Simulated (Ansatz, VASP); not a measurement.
**Pt in VASP and in Ansatz**

```
Pt
1.0
     0.00000    2.86904    2.86904
     2.86904    0.00000    2.86904
     2.86904    2.86904    0.00000
Pt
2
Direct
  0.12500 0.12500 0.12500
  0.87500 0.87500 0.87500
```

Alike in both runs: functional r2SCAN; k mesh 10 × 10 × 10; occupations fermi-dirac, width 0.05 eV; collinear spin.

Ansatz relaxed the structure, and its values are those at the end. VASP's run is a single point on that final structure, the one shown.

```csv
,VASP,Ansatz
version,VASP 6.6.1,Ansatz 0.2.0
potentials or method,"VASP PAW PBE potentials, release 64 (Pt), cutoff 520 eV","plane waves (500 eV) with PAW, scalar-relativistic"
valence electrons in the cell,20,36
```

|  | VASP | Ansatz | Ansatz less VASP |
| --- | --- | --- | --- |
| pressure (GPa) | 0.1 | 0.0 | -0.05 |
| net moment per atom (μB) | 0.69 | 0.70 | +0.006 |
| size of the moment on the site where the two differ most (μB) | 0.67 | 0.66 | -0.010 |

VASP's potentials were made for PBE, not for r2SCAN. Site moments also hang on the region over which each program counts them. With one functional, cell and mesh, what is left measures potentials, basis and numerics. VASP's potentials hold 20 valence electrons a cell and Ansatz's 36, so a difference there can come from the potentials and not from the codes. Ansatz's warnings: seeded moment not kept.

Spin-orbit coupling is off throughout.
